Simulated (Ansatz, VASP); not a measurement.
# One calculation of Sr, two programs

POSCAR

```
Sr
1.0
    7.7375067447      0.0000000000      0.0000000000
    0.0000000000      7.7375067447      0.0000000000
    0.0000000000      0.0000000000      7.7375067447
Sr
8
Direct
    0.5000000000      0.5000000000      0.5000000000
    0.0000000000      0.0000000000      0.0000000000
    0.2500000000      0.0000000000      0.5000000000
    0.5000000000      0.2500000000      0.0000000000
    0.5000000000      0.7500000000      0.0000000000
    0.7500000000      0.0000000000      0.5000000000
    0.0000000000      0.5000000000      0.7500000000
    0.0000000000      0.5000000000      0.2500000000
```

INCAR.step1

```
SYSTEM = Sr
PREC     = Accurate       ! precision mode
ENCUT    = 520            ! plane-wave cutoff, eV
ISMEAR   = 0              ! smearing method
SIGMA    = 0.1            ! smearing width, eV
LREAL    = .FALSE.        ! projectors in reciprocal space
LASPH    = .TRUE.         ! aspherical terms in the spheres
NELM     = 100            ! most SCF steps
NBANDS   = 50             ! bands
GGA      = PE             ! functional
ALGO     = Normal         ! electronic algorithm
EDIFF    = 1E-4           ! SCF threshold, eV
LWAVE    = .TRUE.         ! write WAVECAR
LCHARG   = .FALSE.        ! write CHGCAR
```

Contents of INCAR.step2:

```
SYSTEM = Sr
PREC     = Accurate       ! precision mode
ENCUT    = 520            ! plane-wave cutoff, eV
EDIFF    = 1E-7           ! SCF threshold, eV
ISMEAR   = 0              ! smearing method
SIGMA    = 0.1            ! smearing width, eV
LREAL    = .FALSE.        ! projectors in reciprocal space
LASPH    = .TRUE.         ! aspherical terms in the spheres
NELM     = 100            ! most SCF steps
ALGO     = Normal         ! electronic algorithm
ISIF     = 2              ! what is computed and relaxed
LWAVE    = .FALSE.        ! write WAVECAR
LCHARG   = .TRUE.         ! write CHGCAR
METAGGA  = R2SCAN         ! meta-GGA
LMIXTAU  = .TRUE.       
LELF     = .TRUE.         ! ELF
LVHAR    = .TRUE.       
NBANDS   = 50             ! bands
ISTART   = 1
```

File KPOINTS:

```
Automatic mesh
0
G
  4 4 4
  0 0 0
```

Input for Ansatz:

```yaml
crystal:
  lattice:
    - [7.7375067447, 0.0, 0.0]
    - [0.0, 7.7375067447, 0.0]
    - [0.0, 0.0, 7.7375067447]
  atoms:
    - { symbol: Sr, position: [0.5, 0.5, 0.5] }
    - { symbol: Sr, position: [0.0, 0.0, 0.0] }
    - { symbol: Sr, position: [0.25, 0.0, 0.5] }
    - { symbol: Sr, position: [0.5, 0.25, 0.0] }
    - { symbol: Sr, position: [0.5, 0.75, 0.0] }
    - { symbol: Sr, position: [0.75, 0.0, 0.5] }
    - { symbol: Sr, position: [0.0, 0.5, 0.75] }
    - { symbol: Sr, position: [0.0, 0.5, 0.25] }
basis:
  ecutwfc: 500
kpoints:
  mp_grid: { grid: [4, 4, 4] }
hamiltonian:
  xc: r2scan
scf:
  occupations: { method: gaussian, width: 0.1 }
  lower_state_search: "off"
output:
  forces: true
  stress: true
  eigenvalues: true
```

Alike in both runs: task single point; functional r2SCAN; k mesh 4 × 4 × 4; occupations gaussian, width 0.1 eV; no spin polarisation.

```csv
,VASP,Ansatz
version,VASP 6.6.1,Ansatz 0.2.0
potentials or method,"VASP PAW PBE potentials, release 64 (Sr_sv), cutoff 520 eV","scalar-relativistic, plane waves, PAW"
valence electrons in the cell,80,80
```

Ansatz gave:

```
gap on the k mesh at the Fermi level (eV) : none
pressure (GPa)                            : -0.3
```

**Question.** Which values does VASP return?

**Answer.** gap on the k mesh at the Fermi level (eV): none; pressure (GPa): -0.2.

VASP's potentials were made for PBE, not for r2SCAN. A gap of «none» marks a metal or a gap that the smearing closes. The functional is the same, so the differences come from potentials, cutoffs and numerics.
